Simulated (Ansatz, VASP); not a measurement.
**One calculation of MgO, two programs**

File INCAR:

```
SYSTEM = MgO
PREC = Accurate
ENCUT = 520
EDIFF = 1E-6
ISMEAR = 0
SIGMA = 0.05
LREAL = .False.
LASPH = .True.
NELM = 60
ALGO = Normal
ISIF = 2
LWAVE = .False.
LCHARG = .True.
GGA = PE
LELF = .True.
LVHAR = .True.
NBANDS = 16
```

KPOINTS

```
Automatic mesh
0
Gamma
  9 9 6
  0 0 0
```

The input POSCAR:

```
MgO
1.0
    3.6725558625      0.0000000000      0.0000000000
   -1.8362779313      3.1805266737      0.0000000000
    0.0000000000      0.0000000000      4.1466828243
Mg O
2 2
Direct
    0.6666666667      0.3333333333      0.7500000000
    0.3333333333      0.6666666667      0.2500000000
    0.6666666667      0.3333333333      0.2500000000
    0.3333333333      0.6666666667      0.7500000000
```

Input for Ansatz:

```yaml
crystal:
  lattice:
    - [3.6725558625, 0.0, 0.0]
    - [-1.8362779313, 3.1805266737, 0.0]
    - [0.0, 0.0, 4.1466828243]
  atoms:
    - { symbol: Mg, position: [0.6666666667, 0.3333333333, 0.75] }
    - { symbol: Mg, position: [0.3333333333, 0.6666666667, 0.25] }
    - { symbol: O, position: [0.6666666667, 0.3333333333, 0.25] }
    - { symbol: O, position: [0.3333333333, 0.6666666667, 0.75] }
basis:
  ecutwfc: 520.0
kpoints:
  mp_grid: { grid: [9, 9, 6] }
hamiltonian:
  xc: pbe
  pseudopotentials: { kind: paw, azcp: { folder: soft_1 } }
scf:
  occupations: { method: gaussian, width: 0.05 }
output:
  forces: true
  stress: true
  eigenvalues: true
```

Alike in both runs: task single point; functional PBE; k mesh 9 × 9 × 6; occupations gaussian, width 0.05 eV; no spin polarisation.

```csv
,VASP,Ansatz
version,VASP 6.6.1,Ansatz 0.2.0
potentials or method,"VASP PAW PBE potentials, release 64 (Mg, O), cutoff 520 eV","scalar-relativistic, plane waves, PAW"
valence electrons in the cell,16,32
```

Ansatz gave:

| Property | Result |
| --- | --- |
| gap on the k mesh at the Fermi level (eV) | 3.09 |
| least direct gap on the mesh (eV) | 3.09 |
| pressure (GPa) | -5.6 |
| traceless stress, the component that is largest in VASP (GPa) | 4.89 |

**Question.** What did VASP give for the same quantities?

**Answer.** gap on the k mesh at the Fermi level (eV): 3.07; least direct gap on the mesh (eV): 3.07; pressure (GPa): -6.2; traceless stress, the component that is largest in VASP (GPa): 4.82.

VASP's potentials hold 16 valence electrons a cell and Ansatz's 32, so a difference there can come from the potentials and not from the codes.
